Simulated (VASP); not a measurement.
# Nd3Si2I (P4/mmm) in VASP: further runs

Runs on Nd3Si2I. Level: PBE. Tasks: relaxation of cell and atoms, single point.

Program: VASP 6.6.1. These are calculated values, not measurements. Logs are shortened: lines on timing, memory, paths and dates and some standing lists are left out, and cuts for length are marked.

## (1) The cell of the first run

Symmetry: P4/mmm, No. 123, tetragonal system. The conventional cell has a = 3.776 Å, b = 3.776 Å, c = 14.052 Å, α = 90.00°, β = 90.00°, γ = 90.00°. Nd (site symmetry 4mm) has 9 Nd at 3.53 to 4.63 Å and 4 Si at 3.91 Å and 1 I at 4.71 Å within 4.8 Å. Nd (site symmetry 4/mmm) has 12 Nd at 3.53 to 3.78 Å within 4.6 Å. Si (site symmetry 4mm) has 4 I at 3.25 Å and 5 Si at 3.71 to 3.78 Å and 4 Nd at 3.91 Å within 4.3 Å. I (site symmetry 4/mmm) has 8 Si at 3.25 Å and 4 I at 3.78 Å within 4.3 Å.

The cell was generated, and may not be a known phase.

## (2) Relaxation of cell and atoms, PBE

INCAR reads:

```
PREC = Accurate ; ENCUT = 500
EDIFF = 1E-7 ; ISMEAR = 0
SIGMA = 0.15 ; LREAL = F
LASPH = T ; NELM = 200
ALGO = Normal ; ISIF = 3
LWAVE = F ; LCHARG = F
GGA = PE ; IBRION = 2
NSW = 36 ; EDIFFG = -0.08
GGA_COMPAT = F ; NELMIN = 4
LMAXMIX = 6
```

KPOINTS reads:

```
regular mesh
0
Gamma
  3 3 1
```

POSCAR reads:

```
Nd3Si2I
1.0
    3.7762727200      0.0000000000      0.0000000000
    0.0000000000      3.7762727200      0.0000000000
    0.0000000000      0.0000000000     14.0522644400
Nd Si I
3 2 1
Direct
    0.0000000000      0.0000000000      0.6647679800
    0.0000000000      0.0000000000      0.3352320200
    0.5000000000      0.5000000000      0.5000000000
    0.5000000000      0.5000000000      0.8681410000
    0.5000000000      0.5000000000      0.1318590000
    0.0000000000      0.0000000000      0.0000000000
```

Potentials or basis: VASP PAW PBE potentials, release 64 (Nd_3, Si, I), 4f in core.

On the command line:

```sh
$ cat potpaw_PBE.64/Nd_3/POTCAR potpaw_PBE.64/Si/POTCAR potpaw_PBE.64/I/POTCAR > POTCAR
$ mpirun -np 1 vasp_std > vasp.out
```

OUTCAR:

```text
PREC = Accurate
   ENCUT = 500
   EDIFF = 1E-7
   ISMEAR = 0
   LREAL = F
   LASPH = T
   NELM = 200
   ISIF = 3
   GGA = PE
   IBRION = 2
   NSW = 36
   EDIFFG = -0.08
   NELMIN = 4

 ion  position               nearest neighbor table
   1  0.000  0.000  0.665-   3 3.53   3 3.53   3 3.53   3 3.53
   2  0.000  0.000  0.335-   3 3.53   3 3.53   3 3.53   3 3.53
   3  0.500  0.500  0.500-   1 3.53   2 3.53   1 3.53   2 3.53   1 3.53   2 3.53   1 3.53   2 3.53

   4  0.500  0.500  0.868-   6 3.25   6 3.25   6 3.25   6 3.25
   5  0.500  0.500  0.132-   6 3.25   6 3.25   6 3.25   6 3.25
   6  0.000  0.000  0.000-   4 3.25   5 3.25   4 3.25   5 3.25   4 3.25   5 3.25   4 3.25   5 3.25

  LATTYP: Found a simple tetragonal cell.
 ALAT       =     3.7762727200
 C/A-ratio  =     3.7211995748

  Lattice vectors:

 A1 = (   3.7762727200,   0.0000000000,   0.0000000000)
 A2 = (   0.0000000000,   3.7762727200,   0.0000000000)
 A3 = (   0.0000000000,   0.0000000000,  14.0522644400)

Analysis of symmetry for initial positions (statically):
=====================================================================
 Subroutine PRICEL returns:
 Original cell was already a primitive cell.

 Routine SETGRP: Setting up the symmetry group for a
 simple tetragonal supercell.

 Subroutine GETGRP returns: Found 16 space group operations
 (whereof 16 operations were pure point group operations)
 out of a pool of 16 trial point group operations.

The static configuration has the point symmetry D_4h.

Analysis of symmetry for dynamics (positions and initial velocities):
=====================================================================
 Subroutine PRICEL returns:
 Original cell was already a primitive cell.

 Routine SETGRP: Setting up the symmetry group for a
 simple tetragonal supercell.

 Subroutine GETGRP returns: Found 16 space group operations
 (whereof 16 operations were pure point group operations)
 out of a pool of 16 trial point group operations.

The dynamic configuration has the point symmetry D_4h.

 Subroutine INISYM returns: Found 16 space group operations
 (whereof 16 operations are pure point group operations),
 and found     1 'primitive' translations

----------------------------------------------------------------------------------------

                                     Primitive cell

  volume of cell :     200.3886

  direct lattice vectors                    reciprocal lattice vectors
     3.776272720  0.000000000  0.000000000     0.264811383  0.000000000  0.000000000
     0.000000000  3.776272720  0.000000000     0.000000000  0.264811383  0.000000000
     0.000000000  0.000000000 14.052264440     0.000000000  0.000000000  0.071162908

  length of vectors
     3.776272720  3.776272720 14.052264440     0.264811383  0.264811383  0.071162908

  position of ions in fractional coordinates (direct lattice)
     0.000000000  0.000000000  0.664767980
     0.000000000  0.000000000  0.335232020
     0.500000000  0.500000000  0.500000000
     0.500000000  0.500000000  0.868141000
     0.500000000  0.500000000  0.131859000
     0.000000000  0.000000000  0.000000000

  ion indices of the primitive-cell ions
   primitive index   ion index
                 1           1
                 2           2
                 3           3
                 4           4
                 5           5
                 6           6

----------------------------------------------------------------------------------------

 KPOINTS: regular mesh

Automatic generation of k-mesh.
 Grid dimensions read from file:
 generate k-points for:    3    3    1

 Generating k-lattice:

  Cartesian coordinates                     Fractional coordinates (reciprocal lattice)
     0.088270461  0.000000000  0.000000000     0.333333333  0.000000000  0.000000000
     0.000000000  0.088270461  0.000000000     0.000000000  0.333333333  0.000000000
     0.000000000  0.000000000  0.071162908     0.000000000  0.000000000  1.000000000

  Length of vectors
     0.088270461  0.088270461  0.071162908

  Shift w.r.t. Gamma in fractional coordinates (k-lattice)
     0.000000000  0.000000000  0.000000000

 Subroutine IBZKPT returns following result:
 ===========================================

 Found      3 irreducible k-points:

 Following reciprocal coordinates:
            Coordinates               Weight
  0.000000  0.000000  0.000000      1.000000
  0.333333  0.000000  0.000000      4.000000
  0.333333  0.333333  0.000000      4.000000
   k-points           NKPTS =      3   k-points in BZ     NKDIM =      3   number of bands    NBANDS=     28
   number of dos      NEDOS =    301   number of ions     NIONS =      6
   total plane-waves  NPLWV =  84672
   dimension x,y,z NGX =    28 NGY =   28 NGZ =  108
   dimension x,y,z NGXF=    56 NGYF=   56 NGZF=  216
   ions per type =               3   2   1
   NGX,Y,Z   is equivalent  to a cutoff of  12.33, 12.33, 12.78 a.u.
   NGXF,Y,Z  is equivalent  to a cutoff of  24.65, 24.65, 25.55 a.u.
 SYSTEM =  unknown system
   PREC   = accura    normal or accurate (medium, high low for compatibility)
   ISTART =      0    job   : 0-new  1-cont  2-samecut
   ICHARG =      2    charge: 1-file 2-atom 10-const
   ISPIN  =      1    spin polarized calculation?
   LNONCOLLINEAR =      F non collinear calculations
   LSORBIT =      F    spin-orbit coupling
   LASPH  =      T    aspherical Exc in radial PAW
   ENCUT  =  500.0 eV  36.75 Ry    6.06 a.u.   6.89  6.89 25.62*2*pi/ulx,y,z
   NELM   =    200;   NELMIN=  4; NELMDL= -5     # of ELM steps
   EDIFF  = 0.1E-06   stopping-criterion for ELM
   LREAL  =      F    real-space projection
   EDIFFG = -.8E-01   stopping-criterion for IOM
   NSW    =     36    number of steps for IOM
   IBRION =      2    ionic relax: 0-MD 1-quasi-New 2-CG
   NFREE  =      1    steps in history (QN), initial steepest desc. (CG)
   ISIF   =      3    stress and relaxation
   ISYM   =      2    0-nonsym 1-usesym 2-fastsym
   POTIM  = 0.5000    time-step for ionic-motion
   TEBEG  =    0.0;   TEEND  =   0.0 temperature during run
   PSTRESS=    0.0 pullay stress
   NELECT =      48.0000    total number of electrons
   NUPDOWN=      -1.0000    fix difference up-down
   EMIN   =  10.00;   EMAX   =-10.00  energy-range for DOS
   EFERMI =   0.00;   METHOD = LEGACY
   ISMEAR =     0;   SIGMA  =   0.15  broadening in eV -4-tet -1-fermi 0-gaus
   EFERMI_NEDOS =   21; number of points for ismear=-14 and -15
   IALGO  =     38    algorithm
   IMIX   =      4    mixing-type and parameters
     AMIX     =   0.40;   BMIX     =  1.00
     AMIX_MAG =   1.60;   BMIX_MAG =  1.00
  volume/ion in A,a.u.               =      33.40       225.38
  Fermi-wavevector in a.u.,A,eV,Ry     =   1.016711  1.921305 14.064363  1.033701
  Thomas-Fermi vector in A             =   2.150070
   LORBIT       =      0    0 simple, 1 ext, 2 COOP (PROOUT), +10 PAW based schemes
   GGA     = PE    functional components
   LHFCALC =     F    Hartree Fock is set to
   AEXX    =    0.0000 exact exchange contribution
   IVDW    =     0    specifies the selected vdW correction
   LEPSILON=     F    determine dielectric tensor
   LRPA    =     F    only Hartree local field effects (RPA)
 conjugate gradient relaxation of ions
 non-spin polarized calculation
 Gauss-broadening in eV      SIGMA  =   0.15
  energy-cutoff  :      500.00
  volume of cell :      200.39
 maximum number of plane-waves:      5096
 NGX is ok and might be reduce to    28
   NGX = 13   NGY = 13   NGZ = 51

--------------------------------------- Ionic step        1  -------------------------------------------

 number of electron      48.0000002 magnetization

 Free energy of the ion-electron system (eV)
  ---------------------------------------------------
  ext. energy  EPLUGINS =         0.00000000
  ---------------------------------------------------
  free energy    TOTEN  =       -23.08103566 eV

  energy without entropy =      -22.98636233  energy(sigma->0) =      -23.03369899

 E-fermi :   3.7322     XC(G=0):  -9.1757

 val. band max:        3.6194762778   @ k =   0.3333   0.0000   0.0000
 cond. band min:       3.8578318029   @ k =   0.3333   0.0000   0.0000
 fundamental gap:      0.2383555252
 Fermi energy:         3.7322458660

 k-point     1 :       0.0000    0.0000    0.0000
  band No.  band energies     occupation
      1     -34.4995      2.00000
      2     -34.4892      2.00000
      3     -33.6977      2.00000
      4     -15.8156      2.00000
      5     -15.6967      2.00000
      6     -15.4169      2.00000
[... 195 lines left out ...]
  FREE ENERGIE OF THE ION-ELECTRON SYSTEM (eV)
  ---------------------------------------------------
  free  energy   TOTEN  =       -23.9497513418 eV

  energy  without entropy=      -23.8611776166  energy(sigma->0) =      -23.90546448

 E-fermi :   5.8582     XC(G=0): -10.3768

 val. band max:        5.6717326135   @ k =   0.3333   0.0000   0.0000
 cond. band min:       5.8598976439   @ k =   0.0000   0.0000   0.0000
 fundamental gap:      0.1881650304
 Fermi energy:         5.8582388445

 k-point     1 :       0.0000    0.0000    0.0000
  band No.  band energies     occupation
      1     -31.8495      2.00000
      2     -31.6956      2.00000
      3     -31.6838      2.00000
      4     -13.3986      2.00000
      5     -13.0368      2.00000
      6     -12.7028      2.00000
[... 82 lines left out ...]
     27       6.1209      0.01327
     28       6.5223      0.00000

[... ionic steps 4 to 19 ...]

--------------------------------------- Ionic step       20  -------------------------------------------

 number of electron      47.9999999 magnetization

------------------------ aborting loop because EDIFF is reached ----------------------------------------

  FORCE on cell =-STRESS in cart. coord.  units (eV):
  Direction    XX          YY          ZZ          XY          YZ          ZX
  --------------------------------------------------------------------------------------
  -------------------------------------------------------------------------------------
  Total        0.5540457      0.5540457      0.4293513      0.0000000      0.0000000      0.0000000
  in kB        5.2776684      5.2776684      4.0898674      0.0000000      0.0000000      0.0000000
  external PRESSURE =       4.8817347 kB  Pullay stress =       0.0000000 kB
[... 65 lines left out ...]
  energy  without entropy=      -25.4544024432  energy(sigma->0) =      -25.50319399

--------------------------------------- Ionic step       22  -------------------------------------------

 number of electron      47.9999999 magnetization

 Free energy of the ion-electron system (eV)
  ---------------------------------------------------
  ext. energy  EPLUGINS =         0.00000000
  ---------------------------------------------------
  free energy    TOTEN  =       -25.55319510 eV

  energy without entropy =      -25.45641240  energy(sigma->0) =      -25.50480375

 E-fermi :   4.8030     XC(G=0):  -9.8607

 val. band max:        4.7210455724   @ k =   0.3333   0.3333   0.0000
 cond. band min:       4.8042094284   @ k =   0.3333   0.3333   0.0000
 fundamental gap:      0.0831638561
 Fermi energy:         4.8030040073

 k-point     1 :       0.0000    0.0000    0.0000
  band No.  band energies     occupation
      1     -33.1173      2.00000
      2     -32.8751      2.00000
      3     -32.8645      2.00000
      4     -14.5125      2.00000
      5     -14.1527      2.00000
      6     -14.0561      2.00000
[... 115 lines left out ...]
  FREE ENERGIE OF THE ION-ELECTRON SYSTEM (eV)
  ---------------------------------------------------
  free  energy   TOTEN  =       -25.5531950953 eV

  energy  without entropy=      -25.4564123955  energy(sigma->0) =      -25.50480375

 reached required accuracy - stopping structural energy minimisation
```

It took 4.6 min on 1 thread of Intel Xeon 6975P-C (Granite Rapids), shared host; peak memory 0.3 GiB.

Results:

- Free energy: -25.5532 eV
- Relaxed volume: 28.38 Å³/atom
- Relaxed cell: a = 3.677 Å, b = 3.677 Å, c = 12.596 Å, α = 90.00°, β = 90.00°, γ = 90.00°
- Space group after relaxing (to 0.1 Å): P4/mmm (No. 123)
- Energy gained by relaxing: 412.0 meV/atom
- Ionic steps: 22
- Pressure after relaxing: -0.1 GPa
- Largest force after relaxing: 0.031 eV/Å
- Band gap on the k mesh: zero (bands 24 and 25 overlap by 0.88 eV)

Forces in eV/Å, atoms in the order of the input:
```
Nd   0.000  0.000 -0.031
Nd   0.000  0.000  0.031
Nd   0.000  0.000  0.000
Si   0.000  0.000  0.031
Si   0.000  0.000 -0.031
I    0.000  0.000  0.000
```

Step by step:
```
step  energy change (eV)  largest force (eV/Å)  pressure (GPa)  volume (Å³)
   1              0.0000                1.4441           -3.78       200.39
   2             -0.6359                1.6335           -1.54       178.34
   3             -0.8687                1.7512            2.20       158.70
   4             -1.3693                1.6243            1.88       156.71
   5             -2.0686                0.1382            5.58       150.77
   6             -2.3882                0.2943            0.94       168.21
   7             -2.3902                0.3136            0.53       170.45
   8             -2.4197                0.1526            0.08       171.01
   9             -2.4282                0.1310           -0.30       171.53
  10             -2.4328                0.1415            0.02       170.12
  11             -2.4336                0.1492            0.22       169.24
  12             -2.4380                0.1325            0.15       169.61
  13             -2.4469                0.0903           -0.04       170.72
  14             -2.4523                0.0981           -0.36       172.85
  15             -2.4562                0.1264           -0.17       171.93
  16             -2.4606                0.2049            0.40       169.17
  17             -2.4625                0.1950            0.41       169.00
  18             -2.4668                0.1532            0.46       168.48
  19             -2.4628                0.1178            0.61       167.40
  20             -2.4677                0.1245            0.49       168.20
  21             -2.4709                0.0803            0.22       169.16
  22             -2.4722                0.0308           -0.07       170.26
```

Final structure:
```cif
data_structure
_symmetry_space_group_name_H-M 'P 1'
_symmetry_Int_Tables_number 1
_cell_length_a 3.6765
_cell_length_b 3.6765
_cell_length_c 12.5964
_cell_angle_alpha 90.000
_cell_angle_beta 90.000
_cell_angle_gamma 90.000
_cell_volume 170.26
loop_
_atom_site_label
_atom_site_type_symbol
_atom_site_fract_x
_atom_site_fract_y
_atom_site_fract_z
_atom_site_occupancy
Nd1 Nd 0.00000 0.00000 0.71065 1
Nd2 Nd 0.00000 0.00000 0.28935 1
Nd3 Nd 0.50000 0.50000 0.50000 1
Si1 Si 0.50000 0.50000 0.83951 1
Si2 Si 0.50000 0.50000 0.16049 1
I1 I 0.00000 0.00000 0.00000 1
```

Caveat: the k points lie up to 0.57 Å⁻¹ apart in the final cell, too coarse for converged energies and pressures of a metal; the volume moved by over 15 % at a fixed basis, so the end points are rough; spin-orbit coupling is left out, which moves the levels of the heavy elements; the 4f electrons are frozen in the core, so they carry no moment and show no levels; the run has no spin polarisation, though such a crystal can be magnetic. Spin polarisation is off, so any magnetic state and its effect on volume and gap are missing.

## (3) Single point, PBE

This run uses another cell than the first one, of 47.51 Å³/atom.

INCAR reads:

```
SYSTEM = Nd3Si2I
  ALGO = Normal
  EDIFF = 1E-6
  ENCUT = 500
  GGA = PE
  GGA_COMPAT = .False.
  ISIF = 2
  ISMEAR = 0
  LASPH = .True.
  LCHARG = .False.
  LMAXMIX = 6
  LREAL = .False.
  LWAVE = .False.
  NBANDS = 33
  NELM = 200
  PREC = Accurate
  SIGMA = 0.15
```

KPOINTS reads:

```
k-points
0
Gamma
  3 3 2
  0 0 0
```

POSCAR reads:

```
Nd3Si2I
1.0
    5.7398046891      0.0000000000      0.0000000000
    0.0000000000      5.7398046891      0.0000000000
    0.0000000000      0.0000000000      8.6530799110
Nd Si I
3 2 1
Direct
    0.0000000000      0.0000000000      0.8331355949
    0.0000000000      0.0000000000      0.1668644051
    0.5000000000      0.5000000000      0.5000000000
    0.0000000000      0.5000000000      0.5000000000
    0.5000000000      0.0000000000      0.5000000000
    0.0000000000      0.0000000000      0.5000000000
```

Potentials or basis: VASP PAW PBE potentials, release 64 (Nd_3, Si, I), 4f in core.

On the command line:

```sh
$ cat potpaw_PBE.64/Nd_3/POTCAR potpaw_PBE.64/Si/POTCAR potpaw_PBE.64/I/POTCAR > POTCAR
$ mpirun -np 1 vasp_std > vasp.out
```

It took 30 s on 1 thread of Intel Xeon 6975P-C (Granite Rapids), shared host; peak memory 0.35 GiB.

It converged, with:

```
Free energy            : -20.5229 eV
Pressure               : 0.3 GPa
Largest force          : 0.030 eV/Å
Band gap on the k mesh : zero (bands 24 and 25 overlap by 0.21 eV)
```

Forces on the atoms (eV/Å):
```
Nd   0.000  0.000  0.030
Nd   0.000  0.000 -0.030
Nd   0.000  0.000  0.000
Si   0.000  0.000  0.000
Si   0.000  0.000  0.000
I    0.000  0.000  0.000
```

Stress tensor (GPa, compression positive):
```
0.40 0.00 0.00
0.00 0.40 0.00
0.00 0.00 0.14
```

Levels at points of the mesh, in eV from the Fermi level:
| k point | band 21 | band 22 | band 23 | band 24 | band 25 | band 26 | band 27 | band 28 |
| --- | --- | --- | --- | --- | --- | --- | --- | --- |
| (0.00, 0.00, 0.00) | -0.40 | -0.02 | 0.11 | 0.11 | 0.33 | 0.41 | 0.44 | 0.44 |
| (0.00, 0.00, 0.50) | -0.55 | -0.55 | 0.03 | 0.06 | 0.47 | 0.55 | 0.55 | 1.00 |

Caveat: the k points lie up to 0.36 Å⁻¹ apart; spin-orbit coupling is left out, which moves the levels of the heavy elements; the 4f electrons are frozen in the core, so they carry no moment and show no levels; the run has no spin polarisation, though such a crystal can be magnetic.

The gap in the log of VASP goes by the Fermi energy; the results here count the filled bands.